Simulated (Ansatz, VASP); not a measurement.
One calculation of GaAs, two programs

INCAR

```
SYSTEM = GaAs
ALGO = Normal
EDIFF = 1E-6
ENCUT = 520
GGA = PE
ISIF = 2
ISMEAR = 0
LASPH = .TRUE.
LCHARG = .FALSE.
LREAL = .FALSE.
LWAVE = .FALSE.
NBANDS = 16
NELM = 60
PREC = Accurate
SIGMA = 0.05
```

Contents of KPOINTS:

```
k-points
0
G
  8 8 8
  0 0 0
```

File POSCAR:

```
GaAs
1.0
    0.0000000000      2.8268505379      2.8268505379
    2.8268505379      0.0000000000      2.8268505379
    2.8268505379      2.8268505379      0.0000000000
Ga As
1 1
Direct
    0.0000000000      0.0000000000      0.0000000000
    0.7500000000      0.7500000000      0.7500000000
```

Input for Ansatz:

```yaml
crystal:
  lattice:
    - [0.0, 2.8268505379, 2.8268505379]
    - [2.8268505379, 0.0, 2.8268505379]
    - [2.8268505379, 2.8268505379, 0.0]
  atoms:
    - { symbol: Ga, position: [0.0, 0.0, 0.0] }
    - { symbol: As, position: [0.75, 0.75, 0.75] }
basis:
  ecutwfc: 420
  ecutrho_ratio: 4
kpoints:
  mp_grid: { grid: [8, 8, 8] }
hamiltonian:
  xc: pbe
scf:
  occupations: { method: gaussian, width: 0.05 }
output:
  forces: true
  stress: true
  eigenvalues: true
```

Alike in both runs: task single point; functional PBE; k mesh 8 × 8 × 8; occupations gaussian, width 0.05 eV; no spin polarisation.

```csv
,VASP,Ansatz
version,VASP 6.6.1,Ansatz 0.2.0
potentials or method,"VASP PAW PBE potentials, release 64 (Ga_d, As), cutoff 520 eV","scalar-relativistic, plane waves, PAW"
valence electrons in the cell,18,28
```

Ansatz gave:

```
gap on the k mesh at the Fermi level (eV) : 0.52
least direct gap on the mesh (eV)         : 0.52
pressure (GPa)                            : 3.3
```

Problem. Which values does VASP return?

Solution. gap on the k mesh at the Fermi level (eV): 0.52; least direct gap on the mesh (eV): 0.52; pressure (GPa): 3.4.

The functional is the same, so the differences come from potentials, cutoffs and numerics. VASP's potentials hold 18 valence electrons a cell and Ansatz's 28, so a difference there can come from the potentials and not from the codes.
